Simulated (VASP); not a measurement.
# K2Zn2SeF4 (a cell with a defect) in VASP: further runs, part 2 of 2

VASP 6.6.1.

## 4. Single point, PBEsol+D3(BJ)

File INCAR:

```
  PREC = Accurate
  ENCUT = 520
  EDIFF = 1E-6
  ISMEAR = -1
  SIGMA = 0.05
  LREAL = False
  LASPH = True
  NELM = 100
  ALGO = Normal
  ISIF = 2
  LWAVE = False
  LCHARG = False
  GGA = PS
  IVDW = 12
  NBANDS = 48
```

File KPOINTS:

```
Automatic mesh
0
Gamma
  2 2 2
  0.5 0.5 0.5
```

File POSCAR:

```
K2Zn2SeF4
1.0
    8.1045260000      0.0000000000      0.0000000000
    0.0000000000      4.0522630000      0.0000000000
    0.0000000000      0.0000000000      4.0522630000
K Zn F Se
2 2 4 1
Direct
    0.0061480000      0.0015580000      0.0150890000
    0.4944890000      0.9959370000      0.9951080000
    0.2532760000      0.5048870000      0.5028080000
    0.7388960000      0.5056380000      0.5079200000
    0.7512050000      0.4855980000      0.0061450000
    0.9964680000      0.4825610000      0.5031680000
    0.2564480000      0.9998940000      0.5043440000
    0.7501750000      0.9844490000      0.4970680000
    0.5098650000      0.4880690000      0.5045340000
```

Potentials or basis: VASP PAW PBE potentials, release 64 (K_sv, Zn, F, Se).

Run with:

```
> cat potpaw_PBE.64/K_sv/POTCAR potpaw_PBE.64/Zn/POTCAR potpaw_PBE.64/F/POTCAR potpaw_PBE.64/Se/POTCAR > POTCAR
> mpirun -np 1 vasp_std > vasp.out
```

OUTCAR:

```text
PREC = Accurate
   ENCUT = 520
   EDIFF = 1E-6
   ISMEAR = -1
   LREAL = False
   LASPH = True
   NELM = 100
   ISIF = 2
   GGA = PS
   IVDW = 12
 IVDW          = 12

 ion  position               nearest neighbor table
   1  0.006  0.002  0.015-   6 2.78   7 2.84   6 2.85   5 2.85   8 2.85
   2  0.494  0.996  0.995-   7 2.77   9 2.82   7 2.82   9 2.86   9 2.87   9 2.92   3 3.43
   3  0.253  0.505  0.503-   7 2.01   7 2.05   9 2.08   6 2.08   2 3.43
   4  0.739  0.506  0.508-   9 1.86   8 1.94   5 2.02   5 2.04   6 2.09   8 2.11
   5  0.751  0.486  0.006-   4 2.02   4 2.04   1 2.85
   6  0.996  0.483  0.503-   3 2.08   4 2.09   1 2.78   1 2.85
   7  0.256  1.000  0.504-   3 2.01   3 2.05   2 2.77   2 2.82   1 2.84
   8  0.750  0.984  0.497-   4 1.94   4 2.11   1 2.85
   9  0.510  0.488  0.505-   4 1.86   3 2.08   2 2.82   2 2.86   2 2.87   2 2.92

  LATTYP: Found a simple tetragonal cell.
 ALAT       =     4.0522630000
 C/A-ratio  =     2.0000000000

  Lattice vectors:

 A1 = (   0.0000000000,   4.0522630000,   0.0000000000)
 A2 = (   0.0000000000,   0.0000000000,   4.0522630000)
[... 177 lines left out ...]
  band No.  band energies     occupation
      1     -27.7895      2.00000
      2     -26.2177      2.00000
      3     -21.8690      2.00000
      4     -21.7133      2.00000
      5     -20.8289      2.00000
      6     -20.5769      2.00000
[... 193 lines left out ...]
     47      10.0863      0.00000
     48      10.2697      0.00000

------------------------ aborting loop because EDIFF is reached ----------------------------------------

 Edisp (eV)   -1.76961

 E8    (eV) :    -1.1605

  FORCE on cell =-STRESS in cart. coord.  units (eV):
  Direction    XX          YY          ZZ          XY          YZ          ZX
  --------------------------------------------------------------------------------------
  -------------------------------------------------------------------------------------
  Total      29.41798    12.76261     6.32316     0.94312    -0.04176     0.15712
  in kB     354.16081   153.64816    76.12410    11.35416    -0.50277     1.89156
  external pressure =      194.64 kB  Pullay stress =        0.00 kB

 VOLUME and BASIS-vectors are now :
 -----------------------------------------------------------------------------
  energy-cutoff  :      520.00
  volume of cell :      133.08
      direct lattice vectors                 reciprocal lattice vectors
     8.104526000  0.000000000  0.000000000     0.123387845  0.000000000  0.000000000
     0.000000000  4.052263000  0.000000000     0.000000000  0.246775691  0.000000000
     0.000000000  0.000000000  4.052263000     0.000000000  0.000000000  0.246775691

 POSITION                                       TOTAL-FORCE (eV/Angst)
 -----------------------------------------------------------------------------------
      0.04983      0.00631      0.06114        -0.758822     -0.015265     -0.053362
      4.00760      4.03580      4.03244         0.508930     -0.171594      0.296224
      2.05268      2.04593      2.03751        -2.870279     -0.058113      0.016897
      5.98840      2.04898      2.05823        11.228023     -0.158202      0.033619
      6.08816      1.96777      0.02490         1.221171     -0.018172     -0.034821
      8.07590      1.95546      2.03897         1.228520      0.146513      0.024385
      2.07839      4.05183      2.04373        -1.601386     -0.054414     -0.000826
      6.07981      3.98925      2.01425         1.485626      0.735639      0.034147
      4.13221      1.97778      2.04450       -10.441783     -0.406392     -0.316263
 -----------------------------------------------------------------------------------
    total drift:                                0.000571     -0.002494     -0.000405

  FREE ENERGIE OF THE ION-ELECTRON SYSTEM (eV)
  ---------------------------------------------------
  free  energy   TOTEN  =       -31.9751266360 eV

  energy  without entropy=      -31.9751266139  energy(sigma->0) =      -31.97512662
```

stdout:

```text
POSCAR found type information on POSCAR K ZnF Se
 POSCAR found :  4 types and       9 ions
 scaLAPACK will be used
 -----------------------------------------------------------------------------
|                                                                             |
|                                                                             |
|     You enforced a specific xc type in the INCAR file but a different       |
|     I HOPE YOU KNOW WHAT YOU ARE DOING!                                     |
|                                                                             |
 -----------------------------------------------------------------------------

 LDA part: xc-table for (Slater+PW92), standard interpolation
 POSCAR, INCAR and KPOINTS ok, starting setup
 FFT: planning ... GRIDC
 FFT: planning ... GRID_SOFT
 FFT: planning ... GRID
 WAVECAR not read
 entering main loop
```

It took 44 s on 1 thread of AMD EPYC 7R43 (Zen 3), shared host; peak memory 0.21 GiB.

What came out:

| Item | Value |
| --- | --- |
| Free energy | -31.9751 eV |
| Pressure | 19.5 GPa |
| Largest force | 11.229 eV/Å |
| Band gap on the k mesh | 1.89 eV |
| Dispersion energy per atom | -0.197 eV |

Forces on the atoms (eV/Å):
```
K    -0.759  -0.015  -0.053
K     0.509  -0.172   0.296
Zn   -2.870  -0.058   0.017
Zn   11.228  -0.158   0.034
F     1.221  -0.018  -0.035
F     1.229   0.147   0.024
F    -1.601  -0.054  -0.001
F     1.486   0.736   0.034
Se  -10.442  -0.406  -0.316
```

Stress tensor (GPa, compression positive):
```
35.42  1.14  0.19
 1.14 15.36 -0.05
 0.19 -0.05  7.61
```

Caveat: the k points lie up to 0.78 Å⁻¹ apart; three body term missing; the PAW data sets were made with another functional, which shifts forces and pressure a little.

## 5. Single point, r2SCAN

POSCAR is that of step 4.

File INCAR.step1:

```
SYSTEM = K2Zn2SeF4
PREC = Accurate
ENCUT = 520
ISMEAR = -1
SIGMA = 0.05
LREAL = .FALSE.
LASPH = .TRUE.
NELM = 60
NBANDS = 48
GGA = PE
ALGO = Normal
EDIFF = 1E-4
LWAVE = .TRUE.
LCHARG = .FALSE.
```

File INCAR.step2:

```
SYSTEM = K2Zn2SeF4
PREC = Accurate
ENCUT = 520
EDIFF = 1E-6
ISMEAR = -1
SIGMA = 0.05
LREAL = .FALSE.
LASPH = .TRUE.
NELM = 60
ALGO = Normal
ISIF = 2
LWAVE = .FALSE.
LCHARG = .FALSE.
METAGGA = R2SCAN
LMIXTAU = .TRUE.
NBANDS = 48
ISTART = 1
```

File KPOINTS:

```
regular mesh
0
G
  3 3 3
  0 0 0
```

Potentials or basis: VASP PAW PBE potentials, release 64 (K_sv, Zn, F, Se).

Run with:

```
> cat potpaw_PBE.64/K_sv/POTCAR potpaw_PBE.64/Zn/POTCAR potpaw_PBE.64/F/POTCAR potpaw_PBE.64/Se/POTCAR > POTCAR
> cp INCAR.step1 INCAR
> mpirun -np 1 vasp_std > vasp.out
> cp INCAR.step2 INCAR
> mpirun -np 1 vasp_std > vasp.out
```

OUTCAR:

```text
SYSTEM = K2Zn2SeF4
   PREC = Accurate
   ENCUT = 520
   EDIFF = 1E-6
   ISMEAR = -1
   LREAL = .FALSE.
   LASPH = .TRUE.
   NELM = 60
   ISIF = 2
   METAGGA = R2SCAN
   ISTART = 1

 ion  position               nearest neighbor table
   1  0.006  0.002  0.015-   6 2.78   7 2.84   6 2.85   5 2.85   8 2.85
   2  0.494  0.996  0.995-   7 2.77   9 2.82   7 2.82   9 2.86   9 2.87   9 2.92   3 3.43
   3  0.253  0.505  0.503-   7 2.01   7 2.05   9 2.08   6 2.08   2 3.43
   4  0.739  0.506  0.508-   9 1.86   8 1.94   5 2.02   5 2.04   6 2.09   8 2.11
   5  0.751  0.486  0.006-   4 2.02   4 2.04   1 2.85
   6  0.996  0.483  0.503-   3 2.08   4 2.09   1 2.78   1 2.85
   7  0.256  1.000  0.504-   3 2.01   3 2.05   2 2.77   2 2.82   1 2.84
   8  0.750  0.984  0.497-   4 1.94   4 2.11   1 2.85
   9  0.510  0.488  0.505-   4 1.86   3 2.08   2 2.82   2 2.86   2 2.87   2 2.92

  LATTYP: Found a simple tetragonal cell.
 ALAT       =     4.0522630000
 C/A-ratio  =     2.0000000000

  Lattice vectors:

 A1 = (   0.0000000000,   4.0522630000,   0.0000000000)
 A2 = (   0.0000000000,   0.0000000000,   4.0522630000)
 A3 = (   8.1045260000,   0.0000000000,   0.0000000000)

Analysis of symmetry for initial positions (statically):
=====================================================================
 Subroutine PRICEL returns:
 Original cell was already a primitive cell.

 Routine SETGRP: Setting up the symmetry group for a
 simple tetragonal supercell.

 Subroutine GETGRP returns: Found  1 space group operations
 (whereof  1 operations were pure point group operations)
 out of a pool of 16 trial point group operations.

The static configuration has the point symmetry C_1 .

Analysis of symmetry for dynamics (positions and initial velocities):
=====================================================================
 Subroutine PRICEL returns:
 Original cell was already a primitive cell.

 Routine SETGRP: Setting up the symmetry group for a
 simple tetragonal supercell.

 Subroutine GETGRP returns: Found  1 space group operations
 (whereof  1 operations were pure point group operations)
 out of a pool of 16 trial point group operations.

[... 131 lines left out ...]
   IVDW    =     0    specifies the selected vdW correction
   LEPSILON=     F    determine dielectric tensor
   LRPA    =     F    only Hartree local field effects (RPA)
 non-spin polarized calculation
  energy-cutoff  :      520.00
  volume of cell :      133.08
 maximum number of plane-waves:      3594
   NGX = 31   NGY = 15   NGZ = 15

 number of electron      75.9999959 magnetization

 Free energy of the ion-electron system (eV)
  ---------------------------------------------------
  ext. energy  EPLUGINS =         0.00000000
  ---------------------------------------------------
  free energy    TOTEN  =       -71.31818061 eV

  energy without entropy =      -71.31675033  energy(sigma->0) =      -71.31746547

 E-fermi :   2.5034     XC(G=0): -10.4931

 val. band max:        2.2891214508   @ k =   0.3333   0.0000   0.0000
 cond. band min:       2.6613573402   @ k =   0.0000   0.0000   0.0000
 fundamental gap:      0.3722358894
 Fermi energy:         2.5034031938

 k-point     1 :       0.0000    0.0000    0.0000
  band No.  band energies     occupation
      1     -29.5144      2.00000
      2     -27.8021      2.00000
      3     -23.6674      2.00000
      4     -23.4867      2.00000
      5     -22.5841      2.00000
      6     -22.1420      2.00000
[... 703 lines left out ...]
     47      10.9023      0.00000
     48      11.1106      0.00000

------------------------ aborting loop because EDIFF is reached ----------------------------------------

  FORCE on cell =-STRESS in cart. coord.  units (eV):
  Direction    XX          YY          ZZ          XY          YZ          ZX
  --------------------------------------------------------------------------------------
  -------------------------------------------------------------------------------------
  Total       32.5417020     15.2124690      9.0588388      0.9936958     -0.0320993      0.1544701
  in kB      391.7671147    183.1417751    109.0586820     11.9630299     -0.3864412      1.8596542
  external PRESSURE =     227.9891906 kB  Pullay stress =       0.0000000 kB

 VOLUME and BASIS-vectors are now :
 -----------------------------------------------------------------------------
  energy-cutoff  :      520.00
  volume of cell :      133.08
      direct lattice vectors                 reciprocal lattice vectors
     8.104526000  0.000000000  0.000000000     0.123387845  0.000000000  0.000000000
     0.000000000  4.052263000  0.000000000     0.000000000  0.246775691  0.000000000
     0.000000000  0.000000000  4.052263000     0.000000000  0.000000000  0.246775691

 POSITION                                       TOTAL-FORCE (eV/Angst)
 -----------------------------------------------------------------------------------
      0.04983      0.00631      0.06114        -0.833739     -0.012608     -0.066396
      4.00760      4.03580      4.03244         0.579579     -0.163523      0.314671
      2.05268      2.04593      2.03751        -2.852803     -0.100699      0.040543
      5.98840      2.04898      2.05823        11.451041     -0.176922      0.015614
      6.08816      1.96777      0.02490         1.439753      0.001791     -0.042506
      8.07590      1.95546      2.03897         1.355496      0.176320      0.030167
      2.07839      4.05183      2.04373        -1.930522     -0.072758     -0.003228
      6.07981      3.98925      2.01425         1.757590      0.748100      0.038456
      4.13221      1.97778      2.04450       -10.966394     -0.399701     -0.327321
 -----------------------------------------------------------------------------------
    total drift:                                0.021084     -0.113614      0.003898

  FREE ENERGIE OF THE ION-ELECTRON SYSTEM (eV)
  ---------------------------------------------------
  free  energy   TOTEN  =       -71.3181806143 eV

  energy  without entropy=      -71.3167503341  energy(sigma->0) =      -71.31746547
```

OUTCAR.step1:

```text
SYSTEM = K2Zn2SeF4
   PREC = Accurate
   ENCUT = 520
   ISMEAR = -1
   LREAL = .FALSE.
   LASPH = .TRUE.
   NELM = 60
[... 948 lines left out ...]
      2.07839      4.05183      2.04373        -1.743242     -0.039493     -0.002220
      6.07981      3.98925      2.01425         1.610816      0.808297      0.029488
      4.13221      1.97778      2.04450       -10.676951     -0.443018     -0.314670
 -----------------------------------------------------------------------------------
    total drift:                               -0.001968     -0.001672      0.000454

  FREE ENERGIE OF THE ION-ELECTRON SYSTEM (eV)
  ---------------------------------------------------
  free  energy   TOTEN  =       -27.4901324108 eV

  energy  without entropy=      -27.4830453305  energy(sigma->0) =      -27.48658887
```

OSZICAR.step1:

```text
N       E                     dE             d eps       ncg     rms          rms(c)
DAV:   1     0.905445466728E+03    0.90545E+03   -0.37094E+04  1344   0.187E+03
DAV:   2     0.918281169245E+02   -0.81362E+03   -0.77039E+03  1408   0.509E+02
DAV:   3    -0.262572598477E+02   -0.11809E+03   -0.11674E+03  1472   0.190E+02
DAV:   4    -0.321367381154E+02   -0.58795E+01   -0.58543E+01  1888   0.402E+01
DAV:   5    -0.323073068750E+02   -0.17057E+00   -0.17032E+00  2016   0.550E+00    0.200E+01
DAV:   6    -0.275484454679E+02    0.47589E+01   -0.12300E+01  2056   0.562E+01    0.129E+01
DAV:   7    -0.275868009428E+02   -0.38355E-01   -0.56312E+00  1568   0.115E+01    0.728E+00
DAV:   8    -0.276026919293E+02   -0.15891E-01   -0.18452E+00  2080   0.148E+01    0.235E+00
DAV:   9    -0.274832475557E+02    0.11944E+00   -0.59409E-01  2272   0.133E+01    0.519E-01
DAV:  10    -0.274931568166E+02   -0.99093E-02   -0.12600E-01  1568   0.185E+00    0.510E-01
DAV:  11    -0.274898673467E+02    0.32895E-02   -0.14699E-02  2064   0.138E+00    0.171E-01
DAV:  12    -0.274900428713E+02   -0.17552E-03   -0.30045E-03  1624   0.325E-01    0.735E-02
DAV:  13    -0.274901640035E+02   -0.12113E-03   -0.55576E-04  1632   0.394E-01    0.526E-02
DAV:  14    -0.274901324108E+02    0.31593E-04   -0.27456E-04  1352   0.190E-01
   1 F= -.27490132E+02 E0= -.27486589E+02  d E =-.708708E-02
```

It took 6.8 min on 1 thread of AMD EPYC 7R43 (Zen 3), shared host; peak memory 0.24 GiB.

What came out:

| Item | Value |
| --- | --- |
| Free energy | -71.3182 eV |
| Pressure | 22.8 GPa |
| Largest force | 11.452 eV/Å |
| Band gap on the k mesh | 0.37 eV |

Forces in eV/Å, atoms in the order of the input:
```
K    -0.834  -0.013  -0.066
K     0.580  -0.164   0.315
Zn   -2.853  -0.101   0.041
Zn   11.451  -0.177   0.016
F     1.440   0.002  -0.043
F     1.355   0.176   0.030
F    -1.931  -0.073  -0.003
F     1.758   0.748   0.038
Se  -10.966  -0.400  -0.327
```

Caveat: the k points lie up to 0.52 Å⁻¹ apart; the PAW data sets were made with another functional, which shifts forces and pressure a little.

## 6. Summary

| level | k mesh | smearing | gap on the mesh (eV) | pressure (GPa) | largest force (eV/Å) |
| --- | --- | --- | --- | --- | --- |
| PBEsol | 2 × 2 × 2, shifted | tetrahedron | 1.89 | 21.7 | 11.23 |
| PBEsol+D3(BJ) | 2 × 2 × 2, shifted | fermi-dirac 0.05 eV | 1.89 | 19.5 | 11.23 |
| r2SCAN | 3 × 3 × 3 | fermi-dirac 0.05 eV | 0.37 | 22.8 | 11.45 |

Alike in all rows: task single point; potentials or basis VASP PAW PBE potentials, release 64 (K_sv, Zn, F, Se); no spin polarisation; cell as given; cutoff (eV) 520.

Caveats: all runs use coarse meshes; the PAW data sets were made with another functional, which shifts forces and pressure a little; three body term missing (some runs).

Absolute energies hang on the potentials; compare differences alone.
